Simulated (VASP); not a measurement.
# W (P-3m1) in VASP: further runs, part 2 of 2

VASP 6.6.1. Earlier steps stand in the parts before.

### 3 Single point, PBEsol (the distance across one plane changed)

The input, INCAR:

```
SYSTEM = W
PREC     = Accurate       ! precision mode
ENCUT    = 520            ! plane-wave cutoff, eV
EDIFF    = 1E-7           ! SCF threshold, eV
ISMEAR   = 0              ! smearing method
SIGMA    = 0.15           ! smearing width, eV
LREAL    = .FALSE.        ! projectors in reciprocal space
LASPH    = .TRUE.         ! aspherical terms in the spheres
NELM     = 100            ! most SCF steps
ALGO     = Fast           ! electronic algorithm
ISIF     = 2              ! what is computed and relaxed
LWAVE    = .FALSE.        ! write WAVECAR
LCHARG   = .TRUE.         ! write CHGCAR
GGA      = PS             ! functional
LELF     = .TRUE.         ! ELF
LVHAR    = .TRUE.       
NBANDS   = 51             ! bands
```

The input, KPOINTS:

```
Automatic mesh
0
G
  24 24 5
  0 0 0
```

The input, POSCAR:

```
W
1.0
    1.9989957669     -1.9989957669      0.0000000000
    1.9989957669      0.0000000000     -1.9989957669
    8.8620084714      8.8620084714      8.8620084714
W
6
Direct
    0.6666666667      0.6666666667      0.0751746806
    0.0000000000      0.0000000000      0.8270718655
    0.3333333333      0.3333333333      0.2255541176
    0.6666666667      0.6666666667      0.5263129915
    0.0000000000      0.0000000000      0.3759335546
    0.3333333333      0.3333333333      0.6766924285
```

Potentials or basis: VASP PAW PBE potentials, release 64 (W_sv).

Launch:

```sh
> cat potpaw_PBE.64/W_sv/POTCAR > POTCAR
> mpirun -np 1 vasp_std > vasp.out
```

OUTCAR:

```text
SYSTEM = W
   PREC = Accurate
   ENCUT = 520
   EDIFF = 1E-7
   ISMEAR = 0
   LREAL = .FALSE.
   LASPH = .TRUE.
   NELM = 100
   ISIF = 2
   GGA = PS

 ion  position               nearest neighbor table
   1  0.667  0.667  0.075-   3 2.83   3 2.83   3 2.83
   2  0.000  0.000  0.827-   6 2.83   6 2.83   6 2.83
   3  0.333  0.333  0.226-   1 2.83   1 2.83   5 2.83   5 2.83   5 2.83   1 2.83
   4  0.667  0.667  0.526-   5 2.83   5 2.83   5 2.83   6 2.83   6 2.83   6 2.83
   5  0.000  0.000  0.376-   4 2.83   4 2.83   4 2.83   3 2.83   3 2.83   3 2.83
   6  0.333  0.333  0.677-   4 2.83   4 2.83   2 2.83   2 2.83   2 2.83   4 2.83

  LATTYP: Found a hexagonal cell.
 ALAT       =     2.8270069247
 C/A-ratio  =     5.4295759928

  Lattice vectors:

 A1 = (  -1.9989957669,   0.0000000000,   1.9989957669)
 A2 = (   1.9989957669,  -1.9989957669,   0.0000000000)
 A3 = (   8.8620084714,   8.8620084714,   8.8620084714)

Analysis of symmetry for initial positions (statically):
=====================================================================
 Subroutine PRICEL returns:
 Original cell was already a primitive cell.

 Routine SETGRP: Setting up the symmetry group for a
 hexagonal supercell.

 Subroutine GETGRP returns: Found 12 space group operations
 (whereof  6 operations were pure point group operations)
 out of a pool of 24 trial point group operations.

The static configuration has the point symmetry C_3v.
 The point group associated with its full space group is D_3d.

Analysis of symmetry for dynamics (positions and initial velocities):
=====================================================================
 Subroutine PRICEL returns:
 Original cell was already a primitive cell.

 Routine SETGRP: Setting up the symmetry group for a
 hexagonal supercell.

 Subroutine GETGRP returns: Found 12 space group operations
 (whereof  6 operations were pure point group operations)
 out of a pool of 24 trial point group operations.

The dynamic configuration has the point symmetry C_3v.
 The point group associated with its full space group is D_3d.

 Subroutine INISYM returns: Found 12 space group operations
 (whereof  6 operations are pure point group operations),
 and found     1 'primitive' translations

----------------------------------------------------------------------------------------

                                     Primitive cell

  volume of cell :     106.2373

  direct lattice vectors                    reciprocal lattice vectors
     1.998995767 -1.998995767  0.000000000     0.166750395 -0.333500790  0.166750395
     1.998995767  0.000000000 -1.998995767     0.166750395  0.166750395 -0.333500790
     8.862008471  8.862008471  8.862008471     0.037613746  0.037613746  0.037613746

  length of vectors
     2.827006925  2.827006925 15.349448930     0.408453382  0.408453382  0.065148919

  position of ions in fractional coordinates (direct lattice)
     0.666666667  0.666666667  0.075174681
     0.000000000  0.000000000  0.827071866
     0.333333333  0.333333333  0.225554118
     0.666666667  0.666666667  0.526312991
     0.000000000  0.000000000  0.375933555
     0.333333333  0.333333333  0.676692428

  ion indices of the primitive-cell ions
   primitive index   ion index
                 1           1
                 2           2
[... 35 lines left out ...]
  0.083333  0.000000  0.000000      6.000000
  0.125000  0.000000  0.000000      6.000000
  0.166667  0.000000  0.000000      6.000000
  0.208333  0.000000  0.000000      6.000000
[... 16 lines left out ...]
  0.458333  0.041667 -0.000000     12.000000
  0.500000  0.041667  0.000000     12.000000
 [... further k-points ...]
   k-points           NKPTS =    279   k-points in BZ     NKDIM =    279   number of bands    NBANDS=     51
   number of dos      NEDOS =    301   number of ions     NIONS =      6
   total plane-waves  NPLWV =  69120
   dimension x,y,z NGX =    24 NGY =   24 NGZ =  120
   dimension x,y,z NGXF=    48 NGYF=   48 NGZF=  240
   ions per type =               6
   NGX,Y,Z   is equivalent  to a cutoff of  14.11, 14.11, 13.00 a.u.
   NGXF,Y,Z  is equivalent  to a cutoff of  28.23, 28.23, 25.99 a.u.
 SYSTEM =  W
   PREC   = accura    normal or accurate (medium, high low for compatibility)
   ISTART =      0    job   : 0-new  1-cont  2-samecut
   ICHARG =      2    charge: 1-file 2-atom 10-const
   ISPIN  =      1    spin polarized calculation?
   LNONCOLLINEAR =      F non collinear calculations
   LSORBIT =      F    spin-orbit coupling
   LASPH  =      T    aspherical Exc in radial PAW
   ENCUT  =  520.0 eV  38.22 Ry    6.18 a.u.   5.26  5.26 28.54*2*pi/ulx,y,z
   NELM   =    100;   NELMIN=  2; NELMDL= -5     # of ELM steps
   EDIFF  = 0.1E-06   stopping-criterion for ELM
   LREAL  =      F    real-space projection
   EDIFFG = 0.1E-05   stopping-criterion for IOM
   NSW    =      0    number of steps for IOM
   IBRION =     -1    ionic relax: 0-MD 1-quasi-New 2-CG
   NFREE  =      0    steps in history (QN), initial steepest desc. (CG)
   ISIF   =      2    stress and relaxation
   ISYM   =      2    0-nonsym 1-usesym 2-fastsym
   POTIM  = 0.5000    time-step for ionic-motion
   TEBEG  =    0.0;   TEEND  =   0.0 temperature during run
   PSTRESS=    0.0 pullay stress
   NELECT =      84.0000    total number of electrons
   NUPDOWN=      -1.0000    fix difference up-down
   EMIN   =  10.00;   EMAX   =-10.00  energy-range for DOS
   EFERMI =   0.00;   METHOD = LEGACY
   ISMEAR =     0;   SIGMA  =   0.15  broadening in eV -4-tet -1-fermi 0-gaus
   EFERMI_NEDOS =   21; number of points for ismear=-14 and -15
   IALGO  =     68    algorithm
   IMIX   =      4    mixing-type and parameters
     AMIX     =   0.40;   BMIX     =  1.00
     AMIX_MAG =   1.60;   BMIX_MAG =  1.00
  volume/ion in A,a.u.               =      17.71       119.49
  Fermi-wavevector in a.u.,A,eV,Ry     =   1.513825  2.860714 31.179991  2.291665
  Thomas-Fermi vector in A             =   2.623564
   LORBIT       =      0    0 simple, 1 ext, 2 COOP (PROOUT), +10 PAW based schemes
   GGA     = PS    functional components
   LHFCALC =     F    Hartree Fock is set to
   AEXX    =    0.0000 exact exchange contribution
   IVDW    =     0    specifies the selected vdW correction
   LEPSILON=     F    determine dielectric tensor
   LRPA    =     F    only Hartree local field effects (RPA)
 non-spin polarized calculation
 RMM-DIIS sequential band-by-band and
 Gauss-broadening in eV      SIGMA  =   0.15
  energy-cutoff  :      520.00
  volume of cell :      106.24
 maximum number of plane-waves:      2886
 NGX is ok and might be reduce to    24
   NGX = 11   NGY = 11   NGZ = 57

 number of electron      84.0000011 magnetization

 Free energy of the ion-electron system (eV)
  ---------------------------------------------------
  ext. energy  EPLUGINS =         0.00000000
  ---------------------------------------------------
  free energy    TOTEN  =       -78.01241396 eV

  energy without entropy =      -77.92109698  energy(sigma->0) =      -77.96675547

 E-fermi :   9.2488     XC(G=0): -12.9791

 val. band max:        9.2487942653   @ k =   0.1667   0.0833   0.4000
 cond. band min:       9.2497761755   @ k =   0.4583   0.0833  -0.0000
 fundamental gap:      0.0009819102
 Fermi energy:         9.2488302816

 k-point     1 :       0.0000    0.0000    0.0000
  band No.  band energies     occupation
      1     -64.4819      2.00000
      2     -64.4818      2.00000
      3     -64.3167      2.00000
      4     -64.3094      2.00000
      5     -64.2440      2.00000
      6     -64.1910      2.00000
[... 1285 lines left out ...]
     50      14.0112      0.00000
     51      14.3822      0.00000

 [... further k-points ...]

------------------------ aborting loop because EDIFF is reached ----------------------------------------

  FORCE on cell =-STRESS in cart. coord.  units (eV):
  Direction    XX          YY          ZZ          XY          YZ          ZX
  --------------------------------------------------------------------------------------
  -------------------------------------------------------------------------------------
  Total       -4.6592742     -4.6592742     -4.6592742      1.4481114      1.4481114      1.4481114
  in kB      -70.2670443    -70.2670443    -70.2670443     21.8391333     21.8391333     21.8391333
  external PRESSURE =     -70.2670443 kB  Pullay stress =       0.0000000 kB

 VOLUME and BASIS-vectors are now :
 -----------------------------------------------------------------------------
  energy-cutoff  :      520.00
  volume of cell :      106.24
      direct lattice vectors                 reciprocal lattice vectors
     1.998995767 -1.998995767  0.000000000     0.166750395 -0.333500790  0.166750395
     1.998995767  0.000000000 -1.998995767     0.166750395  0.166750395 -0.333500790
     8.862008471  8.862008471  8.862008471     0.037613746  0.037613746  0.037613746

 POSITION                                       TOTAL-FORCE (eV/Angst)
 -----------------------------------------------------------------------------------
      3.33153     -0.66647     -0.66647        -0.611034     -0.611034     -0.611034
      7.32952      7.32952      7.32952         0.611034      0.611034      0.611034
      3.33153      1.33253      1.33253         0.088507      0.088507      0.088507
      7.32952      3.33153      3.33153        -0.127822     -0.127822     -0.127822
      3.33153      3.33153      3.33153         0.127822      0.127822      0.127822
      7.32952      5.33052      5.33052        -0.088507     -0.088507     -0.088507
 -----------------------------------------------------------------------------------
    total drift:                               -0.000044     -0.000044     -0.000044

  FREE ENERGIE OF THE ION-ELECTRON SYSTEM (eV)
  ---------------------------------------------------
  free  energy   TOTEN  =       -78.0124139610 eV

  energy  without entropy=      -77.9210969826  energy(sigma->0) =      -77.96675547
```

Run time: 84 min. Hardware: 1 thread of Oxide Virtual Turin-like, shared host; peak memory 0.96 GiB.

What came out:

```yaml
Free_energy: -78.0124 eV
Pressure: -7.0 GPa
Largest_force: 1.058 eV/Å
Band_gap_on_the_k_mesh: zero (bands 42 and 43 overlap by 1.38 eV)
```

Forces in eV/Å, atoms in the order of the input:
```
W   -0.611 -0.611 -0.611
W    0.611  0.611  0.611
W    0.089  0.089  0.089
W   -0.128 -0.128 -0.128
W    0.128  0.128  0.128
W   -0.089 -0.089 -0.089
```

Stress tensor (GPa, compression positive):
```
-7.03  2.18  2.18
 2.18 -7.03  2.18
 2.18  2.18 -7.03
```

Caveat: the cell differs from its parent crystal (the distance across one plane changed); the cell stands under tension; the PAW data sets were made with another functional, which shifts forces and pressure a little; spin-orbit coupling is left out, which moves the levels of the heavy elements.
